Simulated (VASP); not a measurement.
Cu, 5 atoms in the cell. The cell holds a slab with vacuum, 5 atoms: a = 2.567 Å, b = 2.567 Å, c = 23.259 Å, α = 90.00°, β = 90.00°, γ = 90.00°. 

| Property | Result |
| --- | --- |
| Program | VASP 6.6.1 |
| Task | single point |
| Functional | PBE |
| Potentials or basis | VASP PAW PBE potentials, release 64 (Cu) |
| Cutoff | 520 eV |
| k mesh | 14 × 14 × 1 |
| Occupations | fermi-dirac, width 0.1 eV |
| Spin | no spin polarisation |
| Dipole correction | yes |
| Further INCAR settings | ALGO = Normal; EDIFF = 1e-06; NBANDS = 36 |

Potentials or basis: VASP PAW PBE potentials, release 64 (Cu).

The run is started by

```sh
$ cat potpaw_PBE.64/Cu/POTCAR > POTCAR
$ mpirun -np 1 vasp_std > vasp.out
```

Hardware: 1 thread of AMD EPYC 9R45 96-Core Processor (Zen 5), with other jobs on the host.

**Question.** How long does it take, and how much memory?

**Answer.** Wall time 3 min on 1 thread of AMD EPYC 9R45 96-Core Processor (Zen 5) (shared host), peak memory 0.3 GiB. Counts: scf iterations 24, k points 36.
